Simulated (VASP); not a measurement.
## CdTe: relaxation of cell and atoms with PBE

CdTe:

```
Cd Te
1.0
     0.00000    2.97792    2.97792
     2.97792    0.00000    2.97792
     2.97792    2.97792    0.00000
Cd Te
1 1
Direct
  0.00000 0.00000 0.00000
  0.50000 0.50000 0.50000
```

- Program: VASP 6.6.1
- Task: relaxation of cell and atoms
- Functional: PBE
- Potentials or basis: VASP PAW PBE potentials, release 64 (Cd, Te)
- Cutoff: 600 eV
- k mesh: 6 × 6 × 6
- Occupations: fermi-dirac, width 0.02 eV
- Spin: no spin polarisation
- Dipole correction: no
- Further INCAR settings: ALGO = Normal; EDIFF = 1e-07; IBRION = 2; EDIFFG = -0.005; NSW = 80; ISIF = 3

| Property | Result |
| --- | --- |
| Relaxed volume | 28.85 Å³/atom |
| Relaxed cell | a = 4.338 Å, b = 4.338 Å, c = 4.338 Å, α = 60.00°, β = 60.00°, γ = 60.00° |
| Space group after relaxing (to 0.05 Å) | Fm-3m (No. 225) |
| Energy gained by relaxing | 35.6 meV/atom |
| Ionic steps | 3 |
| Pressure after relaxing | 0.0 GPa |
| Band gap on the k mesh | zero (band 9 reaches 3.88 eV, above the bottom of band 10 at 2.52 eV) |

Step by step:
| step | energy change (eV) | largest force (eV/Å) | pressure (GPa) | volume (Å³) |
| --- | --- | --- | --- | --- |
| 1 | 0.0000 | 0.0000 | 5.09 | 52.82 |
| 2 | -0.0640 | 0.0000 | -1.26 | 59.49 |
| 3 | -0.0712 | 0.0000 | 0.02 | 57.71 |

Final structure:
```
Cd Te
1.0
     0.00000    3.06711    3.06711
     3.06711    0.00000    3.06711
     3.06711    3.06711    0.00000
Cd Te
1 1
Direct
  0.00000 0.00000 0.00000
  0.50000 0.50000 0.50000
```

Levels at points of the mesh, in eV from the Fermi level:
```tsv
k point	band 5	band 6	band 7	band 8	band 9	band 10	band 11	band 12	band 13
(0.00, 0.00, 0.00)	-8.34	-8.34	-0.50	-0.50	-0.50	0.19	7.03	7.03	7.03
(0.50, 0.00, 0.00)	-8.26	-8.26	-5.14	-0.09	-0.09	2.66	3.93	3.93	4.59
(0.50, 0.50, 0.00)	-8.23	-7.58	-4.06	-2.07	-2.07	-1.35	4.22	9.01	9.01
```

Wall time 83 s on 1 thread of Intel Xeon 8259CL, with other jobs on the host, peak memory 0.21 GiB.

Caveat: spin-orbit coupling is left out, which moves the levels of the heavy elements.
